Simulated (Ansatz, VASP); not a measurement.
**Two plane-wave programs on SiC**

INCAR

```
PREC = Accurate
ENCUT = 600
EDIFF = 1E-6
ISMEAR = 0
SIGMA = 0.01
LREAL = False
LASPH = True
NELM = 120
ALGO = Normal
ISIF = 2
LWAVE = False
LCHARG = False
GGA = PE
NBANDS = 11
GGA_COMPAT = False
```

File KPOINTS:

```
Automatic mesh
0
Gamma
  8 8 8
```

File POSCAR:

```
SiC
1.0
    0.0000000000      2.1677462023      2.1677462023
    2.1677462023      0.0000000000      2.1677462023
    2.1677462023      2.1677462023      0.0000000000
Si C
1 1
Direct
    0.0000000000      0.0000000000      0.0000000000
    0.2500000000      0.2500000000      0.2500000000
```

Input for Ansatz:

```yaml
crystal:
  lattice:
    - [0.0, 2.1677462023, 2.1677462023]
    - [2.1677462023, 0.0, 2.1677462023]
    - [2.1677462023, 2.1677462023, 0.0]
  atoms:
    - { symbol: Si, position: [0.0, 0.0, 0.0] }
    - { symbol: C, position: [0.25, 0.25, 0.25] }
kpoints:
  mp_grid: { grid: [8, 8, 8] }
hamiltonian:
  xc: pbe
scf:
  occupations: { method: fixed }
  n_extra_bands: 4
output:
  forces: true
  stress: true
  eigenvalues: true
```

Alike in both runs: task single point; functional PBE; k mesh 8 × 8 × 8; no spin polarisation.

```csv
,VASP,Ansatz
version,VASP 6.6.1,Ansatz 0.2.0
potentials or method,"VASP PAW PBE potentials, release 64 (Si, C)","plane waves, PAW"
plane-wave cutoff (eV),600,420
occupations,"gaussian, width 0.01 eV",fixed
valence electrons in the cell,8,8
```

|  | VASP | Ansatz | Ansatz less VASP |
| --- | --- | --- | --- |
| gap on the k mesh at the Fermi level (eV) | 1.34 | 1.34 | +0.003 |
| pressure (GPa) | 6.7 | 6.9 | +0.21 |
